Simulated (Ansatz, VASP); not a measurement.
# One calculation of Al, two programs

INCAR

```
PREC = Accurate
ENCUT = 520
EDIFF = 1E-6
ISMEAR = 0
SIGMA = 0.15
LREAL = False
LASPH = True
NELM = 60
ALGO = Fast
ISIF = 2
LWAVE = False
LCHARG = False
GGA = CA
NBANDS = 8
```

The input KPOINTS:

```
Automatic mesh
0
Gamma
  24 24 24
```

Contents of POSCAR:

```
Al
1.0
   -1.4973941171      1.4973941171      1.7968729405
    1.4973941171     -1.4973941171      1.7968729405
    1.4973941171      1.4973941171     -1.7968729405
Al
1
Direct
    0.0000000000      0.0000000000      0.0000000000
```

Input for Ansatz:

```yaml
crystal:
  lattice:
    - [-1.4973941171, 1.4973941171, 1.7968729405]
    - [1.4973941171, -1.4973941171, 1.7968729405]
    - [1.4973941171, 1.4973941171, -1.7968729405]
  atoms:
    - { symbol: Al, position: [0.0, 0.0, 0.0] }
basis:
  ecutwfc: 420
kpoints:
  mp_grid: { grid: [24, 24, 24] }
hamiltonian:
  xc: lda
scf:
  occupations: { method: gaussian, width: 0.15 }
output:
  forces: true
  stress: true
  eigenvalues: true
```

Alike in both runs: task single point; functional LDA; k mesh 24 × 24 × 24; occupations gaussian, width 0.15 eV; no spin polarisation.

|  | VASP | Ansatz |
| --- | --- | --- |
| version | VASP 6.6.1 | Ansatz 0.2.0 |
| potentials or method | VASP PAW LDA potentials, release 64 (Al), cutoff 520 eV | scalar-relativistic, plane waves, PAW |
| valence electrons in the cell | 3 | 3 |

VASP gave:

- gap on the k mesh at the Fermi level (eV): none
- pressure (GPa): -0.2
- traceless stress, the component that is largest in VASP (GPa): 5.21

Task: What did Ansatz give for the same quantities?

Result: gap on the k mesh at the Fermi level (eV): none; pressure (GPa): -0.3; traceless stress, the component that is largest in VASP (GPa): 5.18.

LDA's correlation is that of Perdew and Zunger in VASP and of Perdew and Wang (1992) in Ansatz. A gap of «none» marks a metal or a gap that the smearing closes.
